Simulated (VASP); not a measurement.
# InAs (rocksalt type) (Fm-3m) in VASP: settings compared, part 2 of 2

VASP 6.6.1. Earlier steps stand in the parts before.

## Step 3: Electric field gradients, PBE, non-collinear spin, zero start, spin-orbit coupling

Input file INCAR:

```
SYSTEM = InAs
  PREC = Accurate
  ENCUT = 520
  EDIFF = 1E-8
  ISMEAR = -1
  SIGMA = 0.05
  LREAL = .FALSE.
  LASPH = .TRUE.
  NELM = 150
  ALGO = Normal
  ISIF = 2
  LWAVE = .FALSE.
  LCHARG = .FALSE.
  LNONCOLLINEAR = .TRUE.
  MAGMOM = 0 0 0 0 0 0
  LORBIT = 11
  LSORBIT = .TRUE.
  GGA_COMPAT = .FALSE.
  LORBMOM = .TRUE.
  GGA = PE
  LEFG = .TRUE.
  NBANDS = 30
```

Input file KPOINTS:

```
Automatic mesh
0
G
  10 10 10
  0 0 0
```

Input file POSCAR:

```
InAs
1.0
    0.0000000000      2.8743196729      2.8743196729
    2.8743196729      0.0000000000      2.8743196729
    2.8743196729      2.8743196729      0.0000000000
In As
1 1
Direct
    0.0000000000      0.0000000000      0.0000000000
    0.5000000000      0.5000000000      0.5000000000
```

Potentials or basis: VASP PAW PBE potentials, release 64 (In_d, As).

On the command line:

```sh
cat potpaw_PBE.64/In_d/POTCAR potpaw_PBE.64/As/POTCAR > POTCAR
mpirun -np 1 vasp_ncl > vasp.out
```

OUTCAR:

```text
SYSTEM = InAs
   PREC = Accurate
   ENCUT = 520
   EDIFF = 1E-8
   ISMEAR = -1
   LREAL = .FALSE.
   LASPH = .TRUE.
   NELM = 150
   ISIF = 2
   LNONCOLLINEAR = .TRUE.
   LORBIT = 11
   LSORBIT = .TRUE.
   GGA = PE

 ion  position               nearest neighbor table
   1  0.000  0.000  0.000-   2 2.87   2 2.87   2 2.87   2 2.87   2 2.87   2 2.87
   2  0.500  0.500  0.500-   1 2.87   1 2.87   1 2.87   1 2.87   1 2.87   1 2.87

  LATTYP: Found a face centered cubic cell.
 ALAT       =     5.7486393458

  Lattice vectors:

 A1 = (   0.0000000000,   2.8743196729,   2.8743196729)
 A2 = (   2.8743196729,   0.0000000000,   2.8743196729)
 A3 = (   2.8743196729,   2.8743196729,   0.0000000000)

Analysis of symmetry for initial positions (statically):
[... 1116 lines left out ...]
     0.0000000     0.0000000     0.0000000     0.0000000     0.0000000     0.0000000     0.0000000
     0.0000000     0.0000000     0.0000000     0.0000000     0.0000000     0.0000000     0.0000000
     0.0000000     0.0000000     0.0000000     0.0000000     0.0000000     0.0000000     0.0000000
     0.0000000     0.0000000     0.0000000     0.0000000     0.0000000     0.0000000     0.0000000
     0.0000000     0.0000000     0.0000000     0.0000000     0.0000000     0.0000000     0.0000000

 total charge

# of ion       s       p       d       tot
------------------------------------------
    1        0.875   0.558   9.880  11.314
    2        1.265   1.440   0.023   2.728
--------------------------------------------------
tot          2.140   1.998   9.904  14.042

 magnetization (x)

# of ion       s       p       d       tot
------------------------------------------
    1        0.000   0.000  -0.000   0.000
    2        0.000   0.000   0.000   0.000
--------------------------------------------------
tot          0.000   0.000  -0.000   0.000

 magnetization (y)

# of ion       s       p       d       tot
------------------------------------------
    1        0.000  -0.000  -0.000   0.000
    2        0.000  -0.000  -0.000  -0.000
--------------------------------------------------
tot          0.000  -0.000  -0.000   0.000

 magnetization (z)

# of ion       s       p       d       tot
------------------------------------------
    1       -0.000   0.000   0.000  -0.000
    2        0.000  -0.000   0.000   0.000
--------------------------------------------------
tot         -0.000   0.000   0.000  -0.000
```

OSZICAR:

```text
N       E                     dE             d eps       ncg     rms          rms(c)
DAV:   1     0.156518945403E+03    0.15652E+03   -0.79451E+03  2826   0.139E+03
DAV:   2     0.925764933558E+01   -0.14726E+03   -0.14094E+03  2838   0.369E+02
DAV:   3    -0.686065146692E+01   -0.16118E+02   -0.15758E+02  3486   0.125E+02
DAV:   4    -0.753070455331E+01   -0.67005E+00   -0.66667E+00  3424   0.246E+01
DAV:   5    -0.756174391069E+01   -0.31039E-01   -0.31034E-01  4244   0.507E+00    0.360E+00
DAV:   6    -0.739729088478E+01    0.16445E+00   -0.25573E-01  4004   0.964E+00    0.191E+00
DAV:   7    -0.739117188055E+01    0.61190E-02   -0.88654E-02  4286   0.246E+00    0.680E-01
DAV:   8    -0.739116344768E+01    0.84329E-05   -0.50032E-03  3500   0.914E-01    0.382E-01
DAV:   9    -0.739132629221E+01   -0.16284E-03   -0.53560E-04  3634   0.219E-01    0.805E-02
DAV:  10    -0.739135432390E+01   -0.28032E-04   -0.13808E-04  3884   0.222E-01    0.376E-02
DAV:  11    -0.739136499415E+01   -0.10670E-04   -0.21819E-05  3566   0.511E-02    0.117E-02
DAV:  12    -0.739136604482E+01   -0.10507E-05   -0.48668E-06  3668   0.274E-02    0.551E-03
DAV:  13    -0.739136593648E+01    0.10834E-06   -0.34741E-07  3508   0.525E-03    0.323E-03
DAV:  14    -0.739136591105E+01    0.25434E-07   -0.52920E-08  3238   0.134E-03    0.222E-03
DAV:  15    -0.739136588083E+01    0.30215E-07   -0.19033E-08  3292   0.175E-03    0.212E-04
DAV:  16    -0.739136584207E+01    0.38757E-07   -0.53919E-09  2286   0.607E-04    0.193E-04
DAV:  17    -0.739136584572E+01   -0.36430E-08   -0.11378E-09  1818   0.530E-04
   1 F= -.73913658E+01 E0= -.73884941E+01  d E =-.574350E-02  mag=    -0.0000    -0.0000    -0.0000
```

stdout:

```text
POSCAR found type information on POSCAR InAs
 POSCAR found :  2 types and       2 ions
 scaLAPACK will be used
 LDA part: xc-table for (Slater+PW92), standard interpolation
 POSCAR, INCAR and KPOINTS ok, starting setup
 FFT: planning ... GRIDC
 FFT: planning ... GRID_SOFT
 FFT: planning ... GRID
 WAVECAR not read
 entering main loop
ion   1

ion   2
```

Wall time 5.7 min (1 thread of Intel Xeon 8259CL, shared host); peak memory 0.33 GiB.

Results:

```
Free energy                                           : -7.3914 eV
Pressure                                              : 0.1 GPa
Net moment                                            : 0.00 μB per cell
Largest electric field gradient by atom               : zero within the noise of the run
Valence electrons inside the program's atomic spheres : In 11.31; As 2.73
```

Moments on the atoms (μB; x, y, z):
```
In  0.00 0.00 0.00
As  0.00 0.00 0.00
```
